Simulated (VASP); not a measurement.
# W in VASP: further runs

The runs below take W through relaxation of the atoms, with LDA.

All numbers are computed with VASP 6.6.1; they aren't measurements. Logs are shortened: lines on timing, memory, paths and dates and some standing lists are left out, and cuts for length are marked.

## 1. The cell of the first run

The cell holds a slab with vacuum, 6 atoms: a = 3.135 Å, b = 3.135 Å, c = 23.837 Å, α = 90.00°, β = 90.00°, γ = 90.00°.

## 2. Relaxation of the atoms, LDA

The input, INCAR:

```
PREC = Accurate ; ENCUT = 520
EDIFF = 1E-6 ; ISMEAR = -1
SIGMA = 0.08 ; LREAL = False
LASPH = True ; NELM = 60
ALGO = Normal ; ISIF = 2
LWAVE = False ; LCHARG = False
LDIPOL = True ; IDIPOL = 3
DIPOL = 0.5 0.5 0.500 ; GGA = CA
IBRION = 2 ; NSW = 60
EDIFFG = -0.01 ; KPAR = 4
```

The input, KPOINTS:

```
Automatic mesh
0
Gamma
  13 13 1
```

The input, POSCAR:

```
W
1.0
    3.1348320013      0.0000000000      0.0000000000
    0.0000000000      3.1348320013      0.0000000000
    0.0000000000      0.0000000000     23.8371000000
W
6
Direct
    0.2500000000      0.2500000000      0.3356117144
    0.7500000000      0.7500000000      0.4013670287
    0.2500000000      0.2500000000      0.4671223429
    0.7500000000      0.7500000000      0.5328776571
    0.2500000000      0.2500000000      0.5986329713
    0.7500000000      0.7500000000      0.6643882856
```

Potentials or basis: VASP PAW LDA potentials, release 64 (W_sv).

On the command line:

```sh
$ cat potpaw_LDA.64/W_sv/POTCAR > POTCAR
$ mpirun -np 4 vasp_std > vasp.out
```

OUTCAR:

```text
PREC = Accurate
   ENCUT = 520
   EDIFF = 1E-6
   ISMEAR = -1
   LREAL = False
   LASPH = True
   NELM = 60
   ISIF = 2
   GGA = CA
   IBRION = 2
   NSW = 60
   EDIFFG = -0.01

 ion  position               nearest neighbor table
   1  0.250  0.250  0.336-   2 2.71   2 2.71   2 2.71   2 2.71   3 3.13
   2  0.750  0.750  0.401-   3 2.71   3 2.71   3 2.71   3 2.71   1 2.71   1 2.71   1 2.71   1 2.71
                             4 3.13
   3  0.250  0.250  0.467-   2 2.71   2 2.71   2 2.71   2 2.71   4 2.71   4 2.71   4 2.71   4 2.71
                             5 3.13   1 3.13
   4  0.750  0.750  0.533-   5 2.71   5 2.71   5 2.71   5 2.71   3 2.71   3 2.71   3 2.71   3 2.71
                             2 3.13   6 3.13
   5  0.250  0.250  0.599-   4 2.71   4 2.71   4 2.71   4 2.71   6 2.71   6 2.71   6 2.71   6 2.71
                             3 3.13
   6  0.750  0.750  0.664-   5 2.71   5 2.71   5 2.71   5 2.71   4 3.13

  LATTYP: Found a simple tetragonal cell.
 ALAT       =     3.1348320013
 C/A-ratio  =     7.6039481510

  Lattice vectors:

 A1 = (   3.1348320013,   0.0000000000,   0.0000000000)
 A2 = (   0.0000000000,   3.1348320013,   0.0000000000)
 A3 = (   0.0000000000,   0.0000000000,  23.8371000000)

Analysis of symmetry for initial positions (statically):
=====================================================================
 Subroutine PRICEL returns:
 Original cell was already a primitive cell.

 Routine SETGRP: Setting up the symmetry group for a
 simple tetragonal supercell.

 Subroutine GETGRP returns: Found 16 space group operations
 (whereof  4 operations were pure point group operations)
 out of a pool of 16 trial point group operations.

The static configuration has the point symmetry C_2h.
 The point group associated with its full space group is D_4h.

Analysis of symmetry for dynamics (positions and initial velocities):
=====================================================================
 Subroutine PRICEL returns:
 Original cell was already a primitive cell.

 Routine SETGRP: Setting up the symmetry group for a
 simple tetragonal supercell.

 Subroutine GETGRP returns: Found 16 space group operations
 (whereof  4 operations were pure point group operations)
 out of a pool of 16 trial point group operations.

The dynamic configuration has the point symmetry C_2h.
 The point group associated with its full space group is D_4h.
[... 143 lines left out ...]
 NGX is ok and might be reduce to    24
   NGX = 11   NGY = 11   NGZ = 89

--------------------------------------- Ionic step        1  -------------------------------------------

 number of electron      84.0000011 magnetization

 Free energy of the ion-electron system (eV)
  ---------------------------------------------------
  ext. energy  EPLUGINS =         0.00000000
  ---------------------------------------------------
  free energy    TOTEN  =       -78.95417871 eV

  energy without entropy =      -78.84019659  energy(sigma->0) =      -78.89718765

------------------------ aborting loop because EDIFF is reached ----------------------------------------

  FORCE on cell =-STRESS in cart. coord.  units (eV):
  Direction    XX          YY          ZZ          XY          YZ          ZX
  --------------------------------------------------------------------------------------
  -------------------------------------------------------------------------------------
  Total       -8.6330340     -8.6330340     -5.8456259      0.0000000      0.0000000      0.0000000
  in kB      -59.0462165    -59.0462165    -39.9815509      0.0000000      0.0000000      0.0000000
  external PRESSURE =     -52.6913280 kB  Pullay stress =       0.0000000 kB
[... 227 lines left out ...]
--------------------------------------- Ionic step        7  -------------------------------------------

 number of electron      84.0000010 magnetization

 dipolmoment           0.000000      0.000000      0.000000 electrons x Angstroem

------------------------ aborting loop because EDIFF is reached ----------------------------------------

  FORCE on cell =-STRESS in cart. coord.  units (eV):
  Direction    XX          YY          ZZ          XY          YZ          ZX
  --------------------------------------------------------------------------------------
  -------------------------------------------------------------------------------------
  Total       -3.0870057     -3.0870057      0.1112091      0.0000000      0.0000000      0.0000000
  in kB      -21.1137830    -21.1137830      0.7606221      0.0000000      0.0000000      0.0000000
  external PRESSURE =     -13.8223146 kB  Pullay stress =       0.0000000 kB
[... 67 lines left out ...]
--------------------------------------- Ionic step        9  -------------------------------------------

 number of electron      84.0000011 magnetization

 dipolmoment           0.000000      0.000000     -0.000000 electrons x Angstroem

 Free energy of the ion-electron system (eV)
  ---------------------------------------------------
  ext. energy  EPLUGINS =         0.00000000
  ---------------------------------------------------
  free energy    TOTEN  =       -79.28938808 eV

  energy without entropy =      -79.16890782  energy(sigma->0) =      -79.22914795

 E-fermi :   1.9409     XC(G=0):  -6.5085

 val. band max:        1.9365386302   @ k =   0.4615   0.1538   0.0000
 cond. band min:       1.9549765298   @ k =   0.3846   0.2308   0.0000
 fundamental gap:      0.0184378995
 Fermi energy:         1.9408893393

 k-point     1 :       0.0000    0.0000    0.0000
  band No.  band energies     occupation
      1     -71.5215      2.00000
      2     -71.4476      2.00000
      3     -71.3995      2.00000
      4     -71.3278      2.00000
      5     -71.2053      2.00000
      6     -71.2015      2.00000
[... 1261 lines left out ...]
     49       4.7543      0.00000
     50       5.0481      0.00000

 [... further k-points ...]

------------------------ aborting loop because EDIFF is reached ----------------------------------------

 vacuum level on the upper side and lower side of the slab       (xc-potential included)        -0.008        -0.008

  FORCE on cell =-STRESS in cart. coord.  units (eV):
  Direction    XX          YY          ZZ          XY          YZ          ZX
  --------------------------------------------------------------------------------------
  -------------------------------------------------------------------------------------
  Total       -3.1361382     -3.1361382      0.0215144      0.0000000      0.0000000      0.0000000
  in kB      -21.4498276    -21.4498276      0.1471490      0.0000000      0.0000000      0.0000000
  external PRESSURE =     -14.2508354 kB  Pullay stress =       0.0000000 kB
[... 21 lines left out ...]
  FREE ENERGIE OF THE ION-ELECTRON SYSTEM (eV)
  ---------------------------------------------------
  free  energy   TOTEN  =       -79.2893880751 eV

  energy  without entropy=      -79.1689078245  energy(sigma->0) =      -79.22914795

 reached required accuracy - stopping structural energy minimisation

 vacuum level on the upper side and lower side of the slab         6.376         6.376
```

OSZICAR:

```text
N       E                     dE             d eps       ncg     rms          rms(c)
DAV:   1     0.108528377139E+04    0.10853E+04   -0.53249E+04  3368   0.167E+03
DAV:   2    -0.340037724573E+02   -0.11193E+04   -0.10998E+04  3128   0.530E+02
DAV:   3    -0.827229658085E+02   -0.48719E+02   -0.47414E+02  3452   0.110E+02
DAV:   4    -0.848643707361E+02   -0.21414E+01   -0.20915E+01  3616   0.204E+01
[... 103 lines left out ...]
DAV:   2    -0.792894075544E+02   -0.50149E-03   -0.55943E-03  2810   0.472E-01    0.471E-02
DAV:   3    -0.792894065521E+02    0.10023E-05   -0.42913E-04  3630   0.197E-01    0.347E-02
DAV:   4    -0.792893894910E+02    0.17061E-04   -0.11557E-04  3642   0.836E-02    0.215E-02
DAV:   5    -0.792893883714E+02    0.11197E-05   -0.20506E-05  3464   0.442E-02    0.565E-03
DAV:   6    -0.792893880751E+02    0.29630E-06   -0.43108E-06  2792   0.197E-02
   9 F= -.79289388E+02 E0= -.79229148E+02  d E =-.820568E-04
```

CONTCAR:

```text
W
   1.00000000000000
     3.1348320012999999    0.0000000000000000    0.0000000000000000
     0.0000000000000000    3.1348320012999999    0.0000000000000000
     0.0000000000000000    0.0000000000000000   23.8370999999999995
  W
     6
Direct
     0.2500000000000000    0.2500000000000000    0.3415721086985000
     0.7500000000000000    0.7500000000000000    0.3998858418760907
     0.2500000000000000    0.2500000000000000    0.4678746416243869
     0.7500000000000000    0.7500000000000000    0.5321253583756130
     0.2500000000000000    0.2500000000000000    0.6001141581239093
     0.7500000000000000    0.7500000000000000    0.6584278913014999

  0.00000000E+00  0.00000000E+00  0.00000000E+00
  0.00000000E+00  0.00000000E+00  0.00000000E+00
  0.00000000E+00  0.00000000E+00  0.00000000E+00
  0.00000000E+00  0.00000000E+00  0.00000000E+00
  0.00000000E+00  0.00000000E+00  0.00000000E+00
  0.00000000E+00  0.00000000E+00  0.00000000E+00
```

It took 5.3 min on 4 MPI ranks of Intel Xeon 6975P-C (Granite Rapids), shared host; peak memory 0.39 GiB.

What came out:

| Quantity | Value |
| --- | --- |
| Free energy | -79.2894 eV |
| Energy gained by relaxing | 55.9 meV/atom |
| Ionic steps | 9 |
| Largest force after relaxing | 0.010 eV/Å |
| Band gap on the k mesh | zero (bands 42 and 43 overlap by 2.10 eV) |

Forces in eV/Å, atoms in the order of the input:
```
W    0.000  0.000 -0.010
W    0.000  0.000 -0.002
W    0.000  0.000 -0.005
W    0.000  0.000  0.005
W    0.000  0.000  0.002
W    0.000  0.000  0.010
```

The path:
```csv
step,energy change (eV),largest force (eV/Å),pressure (GPa)
1,0.0000,1.8032,-5.27
2,-0.3035,0.3793,-2.92
3,-0.3045,0.2608,-3.07
4,-0.3182,0.2218,-2.66
5,-0.3304,0.2681,-1.67
6,-0.3349,0.0363,-1.31
7,-0.3351,0.0290,-1.38
8,-0.3351,0.0233,-1.37
9,-0.3352,0.0097,-1.43
```

Final structure:
```cif
data_structure
_symmetry_space_group_name_H-M 'P 1'
_symmetry_Int_Tables_number 1
_cell_length_a 3.1348
_cell_length_b 3.1348
_cell_length_c 23.8371
_cell_angle_alpha 90.000
_cell_angle_beta 90.000
_cell_angle_gamma 90.000
_cell_volume 234.25
loop_
_atom_site_label
_atom_site_type_symbol
_atom_site_fract_x
_atom_site_fract_y
_atom_site_fract_z
_atom_site_occupancy
W1 W 0.25000 0.25000 0.34157 1
W2 W 0.75000 0.75000 0.39989 1
W3 W 0.25000 0.25000 0.46787 1
W4 W 0.75000 0.75000 0.53213 1
W5 W 0.25000 0.25000 0.60011 1
W6 W 0.75000 0.75000 0.65843 1
```

Levels at points of the mesh, in eV from the Fermi level:
```csv
k point,band 38,band 39,band 40,band 41,band 42,band 43,band 44,band 45,band 46,band 47
"(0.00, 0.00, 0.00)",-0.81,-0.81,-0.47,-0.24,-0.24,-0.24,-0.22,0.62,0.62,0.74
```

Caveat: spin-orbit coupling is left out, which moves the levels of the heavy elements.

## 3. Relaxation of the atoms, LDA

The input, INCAR:

```
SYSTEM = W
  PREC = Accurate
  ENCUT = 520
  EDIFF = 1E-7
  ISMEAR = -1
  SIGMA = 0.08
  LREAL = .False.
  LASPH = .True.
  NELM = 80
  ALGO = Normal
  ISIF = 2
  LWAVE = .False.
  LCHARG = .False.
  LDIPOL = .True.
  IDIPOL = 3
  DIPOL = 0.5 0.5 0.500
  GGA = CA
  IBRION = 2
  NSW = 32
  EDIFFG = -0.01
  KPAR = 4
```

The input, KPOINTS:

```
Automatic mesh
0
Gamma
  13 13 1
  0 0 0
```

The input, POSCAR:

```
W
1.0
    3.1348320013      0.0000000000      0.0000000000
    0.0000000000      3.1348320013      0.0000000000
    0.0000000000      0.0000000000     23.8371000000
W
6
Direct
    0.2500000000      0.2500000000      0.3422583402
    0.7500000000      0.7500000000      0.4001772363
    0.2500000000      0.2500000000      0.4680108095
    0.7500000000      0.7500000000      0.5319891948
    0.2500000000      0.2500000000      0.5998227613
    0.7500000000      0.7500000000      0.6577416580
```

Potentials or basis: VASP PAW LDA potentials, release 64 (W_sv).

On the command line:

```sh
$ cat potpaw_LDA.64/W_sv/POTCAR > POTCAR
$ mpirun -np 4 vasp_std > vasp.out
```

Run time: 3.6 min. Hardware: 4 MPI ranks of Intel Xeon 6975P-C (Granite Rapids), shared host; peak memory 0.39 GiB.

It converged, with:

| Item | Value |
| --- | --- |
| Free energy | -79.2894 eV |
| Energy gained by relaxing | 0.4 meV/atom |
| Ionic steps | 7 |
| Largest force after relaxing | 0.007 eV/Å |
| Band gap on the k mesh | zero (bands 42 and 43 overlap by 2.10 eV) |

Forces on the atoms (eV/Å):
```
W    0.000  0.000  0.002
W    0.000  0.000  0.001
W    0.000  0.000 -0.007
W    0.000  0.000  0.007
W    0.000  0.000 -0.001
W    0.000  0.000 -0.002
```

The path:
```tsv
step	energy change (eV)	largest force (eV/Å)	pressure (GPa)
1	0.0000	0.1450	-0.94
2	-0.0013	0.0661	-1.16
3	-0.0014	0.0951	-1.23
4	-0.0022	0.0494	-1.34
5	-0.0024	0.0198	-1.46
6	-0.0024	0.0208	-1.46
7	-0.0025	0.0068	-1.47
```

Final structure:
```cif
data_structure
_symmetry_space_group_name_H-M 'P 1'
_symmetry_Int_Tables_number 1
_cell_length_a 3.1348
_cell_length_b 3.1348
_cell_length_c 23.8371
_cell_angle_alpha 90.000
_cell_angle_beta 90.000
_cell_angle_gamma 90.000
_cell_volume 234.25
loop_
_atom_site_label
_atom_site_type_symbol
_atom_site_fract_x
_atom_site_fract_y
_atom_site_fract_z
_atom_site_occupancy
W1 W 0.25000 0.25000 0.34150 1
W2 W 0.75000 0.75000 0.39985 1
W3 W 0.25000 0.25000 0.46787 1
W4 W 0.75000 0.75000 0.53213 1
W5 W 0.25000 0.25000 0.60015 1
W6 W 0.75000 0.75000 0.65850 1
```

Levels at points of the mesh, in eV from the Fermi level:
```
           k point  band 38  band 39  band 40  band 41  band 42  band 43  band 44  band 45  band 46  band 47
(0.00, 0.00, 0.00)    -0.81    -0.81    -0.47    -0.24    -0.24    -0.24    -0.22     0.62     0.62     0.75
```

Caveat: spin-orbit coupling is left out, which moves the levels of the heavy elements.

The gap in the log of VASP goes by the Fermi energy; the results here count the filled bands.